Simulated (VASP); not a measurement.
Mn, 2 atoms in the cell. Symmetry: Fd-3m, No. 227, cubic system. The conventional cell has a = 5.511 Å, b = 5.511 Å, c = 5.511 Å, α = 90.00°, β = 90.00°, γ = 90.00°. Within 3.2 Å of Mn (site symmetry -43m) lie 4 Mn at 2.39 Å.  This cell differs from its parent crystal: volume scaled by 1.12.

```yaml
Program: VASP 6.6.1
Task: single point
Functional: RPBE
Potentials_or_basis: VASP PAW PBE potentials, release 64 (Mn_pv)
Cutoff: 520 eV
k_mesh: 12 × 12 × 12
Occupations: fermi-dirac, width 0.05 eV
Spin: collinear spin, antiferromagnetic start
Starting_moments: "[2.622, -2.622] μB"
Dipole_correction: no
Further_INCAR_settings: ALGO = Normal; EDIFF = 1e-06; NBANDS = 24
```

Potentials or basis: VASP PAW PBE potentials, release 64 (Mn_pv).

The run is started by

```sh
$ cat potpaw_PBE.64/Mn_pv/POTCAR > POTCAR
$ mpirun -np 1 vasp_std > vasp.out
```

Hardware: 1 thread of Intel(R) Xeon(R) Platinum 8259CL CPU @ 2.50GHz (Skylake/Cascade Lake) (shared host).

Q: Estimate the wall time of this run.

A: Run time: 2.5 min on 1 thread of Intel(R) Xeon(R) Platinum 8259CL CPU @ 2.50GHz (Skylake/Cascade Lake) (shared host), peak memory 0.24 GiB. Counts: scf iterations 15, k points 72.
